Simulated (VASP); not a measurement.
A run of VASP 6.6.1:

File INCAR:

```
PREC = Accurate
ENCUT = 600
EDIFF = 1E-6
ISMEAR = -1
SIGMA = 0.05
LREAL = F
LASPH = T
NELM = 120
ALGO = Normal
ISIF = 2
LWAVE = F
LCHARG = F
GGA = RE
IVDW = 13
NBANDS = 11
GGA_COMPAT = F
```

KPOINTS

```
Automatic mesh
0
Gamma
  10 10 10
```

File POSCAR:

```
AlN
1.0
    0.0000000000      2.1839935596      2.1839935596
    2.1839935596      0.0000000000      2.1839935596
    2.1839935596      2.1839935596      0.0000000000
Al N
1 1
Direct
    0.0000000000      0.0000000000      0.0000000000
    0.2500000000      0.2500000000      0.2500000000
```

Potentials or basis: VASP PAW PBE potentials, release 64 (Al, N).

Run with:

```sh
$ cat potpaw_PBE.64/Al/POTCAR potpaw_PBE.64/N/POTCAR > POTCAR
$ mpirun -np 1 vasp_std > vasp.out
```

Hardware: 1 thread of Intel(R) Xeon(R) Platinum 8488C (Sapphire Rapids), with other jobs on the host.

Estimate the wall time of this run.

It took 13 s on 1 thread of Intel(R) Xeon(R) Platinum 8488C (Sapphire Rapids) (shared host), peak memory 0.15 GiB. Counts: scf iterations 12, k points 47.
